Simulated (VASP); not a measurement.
# B4Pd (P-6m2) in VASP: further runs, part 2 of 2

VASP 6.6.1. The steps go on from the part before.

## Step 3: Single point, PBE

This run uses another cell than the first one, of 11.13 Å³/atom.

Contents of INCAR:

```
SYSTEM = B4Pd
PREC = Accurate
ENCUT = 520
EDIFF = 1E-6
ISMEAR = 0
SIGMA = 0.1
LREAL = .FALSE.
LASPH = .TRUE.
NELM = 80
ALGO = Normal
ISIF = 2
LWAVE = .FALSE.
LCHARG = .TRUE.
GGA = PE
LELF = .TRUE.
LVHAR = .TRUE.
NBANDS = 19
```

Contents of KPOINTS:

```
regular mesh
0
G
  6 6 4
  0 0 0
```

Contents of POSCAR:

```
B4Pd
1.0
    2.9735821800      0.0000000000      0.0000000000
   -1.4867910900      2.5751977100      0.0000000000
    0.0000000000      0.0000000000      7.2650848400
B Pd
4 1
Direct
    0.3333333300      0.6666666700      0.2728296900
    0.3333333300      0.6666666700      0.7271703100
    0.6666666700      0.3333333300      0.5000000000
    0.3333333300      0.6666666700      0.5000000000
    0.0000000000      0.0000000000      0.0000000000
```

Potentials or basis: VASP PAW PBE potentials, release 64 (B, Pd).

The run is started by

```console
> cat potpaw_PBE.64/B/POTCAR potpaw_PBE.64/Pd/POTCAR > POTCAR
> mpirun -np 1 vasp_std > vasp.out
```

OUTCAR:

```text
SYSTEM = B4Pd
   PREC = Accurate
   ENCUT = 520
   EDIFF = 1E-6
   ISMEAR = 0
   LREAL = .FALSE.
   LASPH = .TRUE.
   NELM = 80
   ISIF = 2
   GGA = PE

 ion  position               nearest neighbor table
   1  0.333  0.667  0.273-   4 1.65   5 2.62   5 2.62   5 2.62
   2  0.333  0.667  0.727-   4 1.65   5 2.62   5 2.62   5 2.62
   3  0.667  0.333  0.500-   4 1.72   4 1.72   4 1.72
   4  0.333  0.667  0.500-   1 1.65   2 1.65   3 1.72   3 1.72   3 1.72
   5  0.000  0.000  0.000-   1 2.62   2 2.62   1 2.62   2 2.62   1 2.62   2 2.62

  LATTYP: Found a hexagonal cell.
 ALAT       =     2.9735821800
 C/A-ratio  =     2.4432097047

  Lattice vectors:

 A1 = (   2.9735821800,   0.0000000000,   0.0000000000)
 A2 = (  -1.4867910900,   2.5751977100,   0.0000000000)
 A3 = (   0.0000000000,   0.0000000000,   7.2650848400)

Analysis of symmetry for initial positions (statically):
=====================================================================
 Subroutine PRICEL returns:
 Original cell was already a primitive cell.

 Routine SETGRP: Setting up the symmetry group for a
 hexagonal supercell.

 Subroutine GETGRP returns: Found 12 space group operations
 (whereof 12 operations were pure point group operations)
 out of a pool of 24 trial point group operations.

The static configuration has the point symmetry D_3h.

Analysis of symmetry for dynamics (positions and initial velocities):
=====================================================================
 Subroutine PRICEL returns:
 Original cell was already a primitive cell.

 Routine SETGRP: Setting up the symmetry group for a
 hexagonal supercell.

 Subroutine GETGRP returns: Found 12 space group operations
 (whereof 12 operations were pure point group operations)
 out of a pool of 24 trial point group operations.

[... 120 lines left out ...]
   IMIX   =      4    mixing-type and parameters
     AMIX     =   0.40;   BMIX     =  1.00
     AMIX_MAG =   1.60;   BMIX_MAG =  1.00
  volume/ion in A,a.u.               =      11.13        75.09
  Fermi-wavevector in a.u.,A,eV,Ry     =   1.201633  2.270758 19.645762  1.443923
  Thomas-Fermi vector in A             =   2.337437
   LORBIT       =      0    0 simple, 1 ext, 2 COOP (PROOUT), +10 PAW based schemes
   GGA     = PE    functional components
   LHFCALC =     F    Hartree Fock is set to
   AEXX    =    0.0000 exact exchange contribution
   IVDW    =     0    specifies the selected vdW correction
   LEPSILON=     F    determine dielectric tensor
   LRPA    =     F    only Hartree local field effects (RPA)
 non-spin polarized calculation
 Gauss-broadening in eV      SIGMA  =   0.10
  energy-cutoff  :      520.00
  volume of cell :       55.63
 maximum number of plane-waves:      1533
 NGX is ok and might be reduce to    24
   NGX = 11   NGY = 11   NGZ = 27

 number of electron      21.9999995 magnetization

 Free energy of the ion-electron system (eV)
  ---------------------------------------------------
  ext. energy  EPLUGINS =         0.00000000
  ---------------------------------------------------
  free energy    TOTEN  =       -28.14257699 eV

  energy without entropy =      -28.13151242  energy(sigma->0) =      -28.13704471

 E-fermi :   4.9934     XC(G=0): -11.1428

 val. band max:        4.9710333042   @ k =   0.0000   0.0000   0.0000
 cond. band min:       5.0877157888   @ k =   0.3333   0.1667   0.5000
 fundamental gap:      0.1166824845
 Fermi energy:         4.9934038562

 k-point     1 :       0.0000    0.0000    0.0000
  band No.  band energies     occupation
      1      -8.2102      2.00000
      2      -4.4435      2.00000
      3      -2.0157      2.00000
      4       1.3478      2.00000
      5       2.0193      2.00000
      6       2.5416      2.00000
[... 439 lines left out ...]
      6       1.7518      2.00000
[... 11 lines left out ...]
     18      12.4200      0.00000
     19      14.6834      0.00000

------------------------ aborting loop because EDIFF is reached ----------------------------------------

  FORCE on cell =-STRESS in cart. coord.  units (eV):
  Direction    XX          YY          ZZ          XY          YZ          ZX
  --------------------------------------------------------------------------------------
  -------------------------------------------------------------------------------------
  Total       -4.3739179     -4.3739179    -14.3829669      0.0000000      0.0000000      0.0000000
  in kB     -125.9650312   -125.9650314   -414.2169343      0.0000000      0.0000000      0.0000000
  external PRESSURE =    -222.0489990 kB  Pullay stress =       0.0000000 kB

 VOLUME and BASIS-vectors are now :
 -----------------------------------------------------------------------------
  energy-cutoff  :      520.00
  volume of cell :       55.63
      direct lattice vectors                 reciprocal lattice vectors
     2.973582180  0.000000000  0.000000000     0.336294724  0.194159850  0.000000000
    -1.486791090  2.575197710  0.000000000     0.000000000  0.388319699  0.000000000
     0.000000000  0.000000000  7.265084840     0.000000000  0.000000000  0.137644642

 POSITION                                       TOTAL-FORCE (eV/Angst)
 -----------------------------------------------------------------------------------
     -0.00000      1.71680      1.98213        -0.000000      0.000000     -0.969865
     -0.00000      1.71680      5.28295        -0.000000      0.000000      0.969865
      1.48679      0.85840      3.63254         0.000000     -0.000000      0.000000
     -0.00000      1.71680      3.63254        -0.000000      0.000000      0.000000
      0.00000      0.00000      0.00000         0.000000      0.000000      0.000000
 -----------------------------------------------------------------------------------
    total drift:                                0.000004     -0.000002     -0.000000

  FREE ENERGIE OF THE ION-ELECTRON SYSTEM (eV)
  ---------------------------------------------------
  free  energy   TOTEN  =       -28.1425769870 eV

  energy  without entropy=      -28.1315124244  energy(sigma->0) =      -28.13704471
```

OSZICAR:

```text
N       E                     dE             d eps       ncg     rms          rms(c)
DAV:   1     0.691072851051E+02    0.69107E+02   -0.99212E+03   798   0.103E+03
DAV:   2    -0.282779238785E+02   -0.97385E+02   -0.92310E+02   975   0.207E+02
DAV:   3    -0.318333444750E+02   -0.35554E+01   -0.35048E+01   946   0.374E+01
DAV:   4    -0.318682290104E+02   -0.34885E-01   -0.34856E-01   924   0.390E+00
DAV:   5    -0.318687382853E+02   -0.50927E-03   -0.50925E-03   960   0.469E-01    0.117E+01
DAV:   6    -0.317397466848E+02    0.12899E+00   -0.57760E+01   986   0.407E+01    0.161E+01
DAV:   7    -0.284515512443E+02    0.32882E+01   -0.61958E+00   869   0.255E+01    0.415E+00
DAV:   8    -0.282038762168E+02    0.24768E+00   -0.21047E+00   882   0.107E+01    0.229E+00
DAV:   9    -0.281500317450E+02    0.53844E-01   -0.37049E-01   907   0.477E+00    0.668E-01
DAV:  10    -0.281585080249E+02   -0.84763E-02   -0.72735E-02   905   0.195E+00    0.583E-01
DAV:  11    -0.281432208789E+02    0.15287E-01   -0.16280E-02   917   0.101E+00    0.194E-01
DAV:  12    -0.281429738797E+02    0.24700E-03   -0.64076E-03   951   0.517E-01    0.108E-01
DAV:  13    -0.281427618229E+02    0.21206E-03   -0.25115E-03   904   0.348E-01    0.709E-02
DAV:  14    -0.281425780502E+02    0.18377E-03   -0.31803E-04   933   0.140E-01    0.126E-02
DAV:  15    -0.281425766459E+02    0.14043E-05   -0.41572E-05   888   0.400E-02    0.400E-03
DAV:  16    -0.281425769870E+02   -0.34107E-06   -0.19801E-06   737   0.888E-03
   1 F= -.28142577E+02 E0= -.28137045E+02  d E =-.110646E-01
```

stdout:

```text
POSCAR found type information on POSCAR B Pd
 POSCAR found :  2 types and       5 ions
 scaLAPACK will be used
 LDA part: xc-table for (Slater+PW92), standard interpolation
 POSCAR, INCAR and KPOINTS ok, starting setup
 FFT: planning ... GRIDC
 FFT: planning ... GRID_SOFT
 FFT: planning ... GRID
 WAVECAR not read
 entering main loop
```

Wall time 35 s (1 thread of Intel Xeon 8259CL, shared host); peak memory 0.18 GiB.

What came out:

| Item | Value |
| --- | --- |
| Free energy | -28.1426 eV |
| Pressure | -22.2 GPa |
| Largest force | 0.970 eV/Å |
| Band gap on the k mesh | zero (bands 11 and 12 overlap by 0.67 eV) |

Forces in eV/Å, atoms in the order of the input:
```
B    0.000  0.000 -0.970
B    0.000  0.000  0.970
B    0.000  0.000  0.000
B    0.000  0.000  0.000
Pd   0.000  0.000  0.000
```

Stress tensor (GPa, compression positive):
```
-12.60   0.00   0.00
  0.00 -12.60   0.00
  0.00   0.00 -41.42
```

Caveat: the k points lie up to 0.41 Å⁻¹ apart, too coarse for converged energies and pressures of a metal.

## Step 4: Relaxation of cell and atoms, PBE

This run uses another cell than the first one, of 11.13 Å³/atom.

Contents of INCAR:

```
  ALGO = Normal
  EDIFF = 1E-6
  EDIFFG = -0.04
  ENCUT = 600
  GGA = PE
  IBRION = 2
  ISIF = 3
  ISMEAR = 0
  LASPH = True
  LCHARG = False
  LREAL = False
  LWAVE = False
  NELM = 100
  NSW = 90
  PREC = Accurate
  SIGMA = 0.1
```

Contents of KPOINTS:

```
k-points
0
Gamma
  6 6 4
```

POSCAR is that of step 3.

Potentials or basis: VASP PAW PBE potentials, release 64 (B, Pd).

The run is started by

```console
> cat potpaw_PBE.64/B/POTCAR potpaw_PBE.64/Pd/POTCAR > POTCAR
> mpirun -np 1 vasp_std > vasp.out
```

OUTCAR:

```text
EDIFF = 1E-6
   EDIFFG = -0.04
   ENCUT = 600
   GGA = PE
   IBRION = 2
   ISIF = 3
   ISMEAR = 0
   LASPH = True
   LREAL = False
   NELM = 100
   NSW = 90
   PREC = Accurate

 ion  position               nearest neighbor table
   1  0.333  0.667  0.273-   4 1.65   5 2.62   5 2.62   5 2.62
   2  0.333  0.667  0.727-   4 1.65   5 2.62   5 2.62   5 2.62
   3  0.667  0.333  0.500-   4 1.72   4 1.72   4 1.72
   4  0.333  0.667  0.500-   1 1.65   2 1.65   3 1.72   3 1.72   3 1.72
   5  0.000  0.000  0.000-   1 2.62   2 2.62   1 2.62   2 2.62   1 2.62   2 2.62

  LATTYP: Found a hexagonal cell.
 ALAT       =     2.9735821800
 C/A-ratio  =     2.4432097047

  Lattice vectors:

 A1 = (   2.9735821800,   0.0000000000,   0.0000000000)
 A2 = (  -1.4867910900,   2.5751977100,   0.0000000000)
 A3 = (   0.0000000000,   0.0000000000,   7.2650848400)

Analysis of symmetry for initial positions (statically):
[... 372 lines left out ...]
--------------------------------------- Ionic step       10  -------------------------------------------

 number of electron      22.0000003 magnetization

 Free energy of the ion-electron system (eV)
  ---------------------------------------------------
  ext. energy  EPLUGINS =         0.00000000
  ---------------------------------------------------
  free energy    TOTEN  =       -29.86194753 eV

  energy without entropy =      -29.85832686  energy(sigma->0) =      -29.86013719

 E-fermi :   7.1905     XC(G=0): -12.0425

 val. band max:        7.1822937146   @ k =   0.0000   0.0000   0.0000
 cond. band min:       7.3983722514   @ k =   0.3333   0.0000   0.5000
 fundamental gap:      0.2160785368
 Fermi energy:         7.1905344959

 k-point     1 :       0.0000    0.0000    0.0000
  band No.  band energies     occupation
      1      -6.6160      2.00000
      2      -2.6977      2.00000
      3      -1.6179      2.00000
      4       2.6128      2.00000
      5       2.9741      2.00000
      6       2.9741      2.00000
      7       3.9302      2.00000
      8       3.9302      2.00000
      9       4.8651      2.00000
     10       7.1823      1.09278
     11       7.1823      1.09278
     12      11.6893      0.00000
     13      12.2934      0.00000
     14      12.2934      0.00000
[... 391 lines left out ...]
  FREE ENERGIE OF THE ION-ELECTRON SYSTEM (eV)
  ---------------------------------------------------
  free  energy   TOTEN  =       -29.8619475253 eV

  energy  without entropy=      -29.8583268558  energy(sigma->0) =      -29.86013719

 reached required accuracy - stopping structural energy minimisation
```

CONTCAR:

```text
B4Pd
   1.00000000000000
     2.9209340623584348   -0.0000000000000000    0.0000000000000000
    -1.4604670311792174    2.5296031025477288   -0.0000000000000000
     0.0000000000000000    0.0000000000000000    6.1988239450447189
  B               Pd
     4     1
Direct
     0.3333333300000021    0.6666666699999979    0.2435584709128555
     0.3333333300000021    0.6666666699999979    0.7564415290871447
     0.6666666699999979    0.3333333300000021    0.5000000000000000
     0.3333333300000021    0.6666666699999979    0.5000000000000000
     0.0000000000000000    0.0000000000000000    1.0000000000000000

  0.00000000E+00  0.00000000E+00  0.00000000E+00
  0.00000000E+00  0.00000000E+00  0.00000000E+00
  0.00000000E+00  0.00000000E+00  0.00000000E+00
  0.00000000E+00  0.00000000E+00  0.00000000E+00
  0.00000000E+00  0.00000000E+00  0.00000000E+00
```

Run time: 3.3 min. Hardware: 1 thread of Intel Xeon 8259CL, shared host; peak memory 0.21 GiB.

Results:

```
Free energy                           : -29.8619 eV
Relaxed volume                        : 9.16 Å³/atom
Relaxed cell                          : a = 2.921 Å, b = 2.921 Å, c = 6.199 Å, α = 90.00°, β = 90.00°, γ = 120.00°
Space group after relaxing (to 0.1 Å) : P-6m2 (No. 187)
Energy gained by relaxing             : 343.5 meV/atom
Ionic steps                           : 10
Pressure after relaxing               : 0.1 GPa
Largest force after relaxing          : 0.010 eV/Å
Band gap on the k mesh                : zero (bands 11 and 12 overlap by 0.11 eV)
```

Forces in eV/Å, atoms in the order of the input:
```
B    0.000  0.000  0.010
B    0.000  0.000 -0.010
B    0.000  0.000  0.000
B    0.000  0.000  0.000
Pd   0.000  0.000  0.000
```

The path:
```tsv
step	energy change (eV)	largest force (eV/Å)	pressure (GPa)	volume (Å³)
1	0.0000	0.9674	-22.24	55.63
2	-1.1374	4.2751	13.24	43.93
3	-1.2096	3.5723	4.08	45.70
4	-1.4472	1.0998	20.30	42.07
5	-1.5916	0.7100	11.69	43.42
6	-1.6878	0.1495	-5.34	47.02
7	-1.7039	0.0767	-1.12	45.98
8	-1.7159	0.1816	-0.32	45.91
9	-1.7159	0.1825	-0.32	45.91
10	-1.7174	0.0100	0.07	45.80
```

Final structure:
```
B Pd
1.0
     2.92093    0.00000    0.00000
    -1.46047    2.52960    0.00000
     0.00000    0.00000    6.19882
B Pd
4 1
Direct
  0.33333 0.66667 0.24356
  0.33333 0.66667 0.75644
  0.66667 0.33333 0.50000
  0.33333 0.66667 0.50000
  0.00000 0.00000 0.00000
```

Caveat: the k points lie up to 0.41 Å⁻¹ apart in the final cell; the volume moved by over 15 % at a fixed basis, so the end points are rough.

## Step 5: Single point, PBE

Contents of INCAR:

```
SYSTEM = B4Pd
  PREC = Accurate
  ENCUT = 520
  EDIFF = 1E-6
  ISMEAR = 0
  SIGMA = 0.1
  LREAL = .False.
  LASPH = .True.
  NELM = 60
  ALGO = Normal
  ISIF = 2
  LWAVE = .False.
  LCHARG = .True.
  GGA = PE
  LELF = .True.
  LVHAR = .True.
  NBANDS = 19
```

Contents of KPOINTS:

```
Automatic mesh
0
Gamma
  12 12 6
  0 0 0
```

Contents of POSCAR:

```
B4Pd
1.0
    2.9234000793      0.0000000000      0.0000000000
   -1.4617000397      2.5317387341      0.0000000000
    0.0000000000      0.0000000000      6.1962494341
B Pd
4 1
Direct
    0.3333333333      0.6666666667      0.2437213638
    0.3333333333      0.6666666667      0.7562786362
    0.6666666667      0.3333333333      0.5000000000
    0.3333333333      0.6666666667      0.5000000000
    0.0000000000      0.0000000000      0.0000000000
```

The run is started by

```console
> cat potpaw_PBE.64/B/POTCAR potpaw_PBE.64/Pd/POTCAR > POTCAR
> mpirun -np 1 vasp_std > vasp.out
```

It took 80 s on 1 thread of Intel Xeon 8259CL, shared host; peak memory 0.21 GiB.

It converged, with:

| Quantity | Value |
| --- | --- |
| Free energy | -29.8187 eV |
| Pressure | 0.0 GPa |
| Band gap on the k mesh | zero (bands 11 and 12 overlap by 0.32 eV) |

Levels at points of the mesh, in eV from the Fermi level:
```csv
k point,band 8,band 9,band 10,band 11,band 12,band 13,band 14,band 15
"(0.00, 0.00, 0.00)",-3.23,-2.25,0.07,0.07,4.59,5.16,5.16,5.99
"(0.50, 0.00, 0.00)",-3.13,-2.98,-2.70,-1.92,0.87,3.29,4.50,4.54
"(0.00, 0.00, 0.50)",-3.25,-3.25,0.02,0.02,5.27,5.27,5.40,6.18
"(0.50, 0.00, 0.50)",-2.45,-2.12,-1.97,-0.51,-0.04,2.53,3.41,3.95
```

## Step 6: Overview

| task | cell | k mesh | cutoff (eV) | gap on the mesh (eV) | pressure (GPa) | largest force (eV/Å) |
| --- | --- | --- | --- | --- | --- | --- |
| single point | a = 2.922, b = 2.922, c = 6.202 Å, angles 90.0, 90.0, 120.0°, 5 atoms, atomic positions A | 6 × 6 × 4 | 520 | none | -0.2 | 0.01 |
| single point | a = 2.974, b = 2.974, c = 7.265 Å, angles 90.0, 90.0, 120.0°, 5 atoms, atomic positions B | 6 × 6 × 4 | 520 | none | -22.2 | 0.97 |
| relaxation of cell and atoms | relaxed from a = 2.974, b = 2.974, c = 7.265 Å, angles 90.0, 90.0, 120.0°, 5 atoms, atomic positions B | 6 × 6 × 4 | 600 | none | 0.1 | 0.01 |
| single point | a = 2.923, b = 2.923, c = 6.196 Å, angles 90.0, 90.0, 120.0°, 5 atoms, atomic positions A | 12 × 12 × 6 | 520 | none | 0.0 | - |

Alike in all rows: level PBE; potentials or basis VASP PAW PBE potentials, release 64 (B, Pd); no spin polarisation; smearing gaussian 0.1 eV.

Caveats: some runs use coarse meshes; the volume moved by over 15 % at a fixed basis, so the end points are rough (at least some runs).

Total energies depend on the potentials used, so only differences within one code and one set of settings carry meaning.
